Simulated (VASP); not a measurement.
The system is CdSe.

```
Cd Se
1.0
     0.00000    3.06780    3.06780
     3.06780    0.00000    3.06780
     3.06780    3.06780    0.00000
Cd Se
1 1
Cartesian
  0.0000 0.0000 0.0000
  4.6017 4.6017 4.6017
```

Base run:

* Program: VASP 6.6.1
* Functional: PBE
* Potentials or basis: VASP PAW PBE potentials, release 64 (Cd, Se)
* Cutoff: 500 eV
* k mesh: 8 × 8 × 8
* Occupations: fermi-dirac, width 0.02 eV
* Spin: no spin polarisation

Its results: band gap on the k mesh 0.55 eV; pressure 1.7 GPa.

Task: The run is repeated on the same cell with these changes: functional from PBE to r2SCAN; cutoff from 500 eV to 550 eV; occupations from fermi-dirac, width 0.02 eV to gaussian, width 0.01 eV. What comes out?

Result: Band gap on the k mesh 1.03 eV; pressure 0.2 GPa.

Caveats: semilocal functionals underestimate gaps, and a narrow one can read as zero (at least some runs); the PAW data sets were made with another functional, which shifts forces and pressure a little (at least some runs).

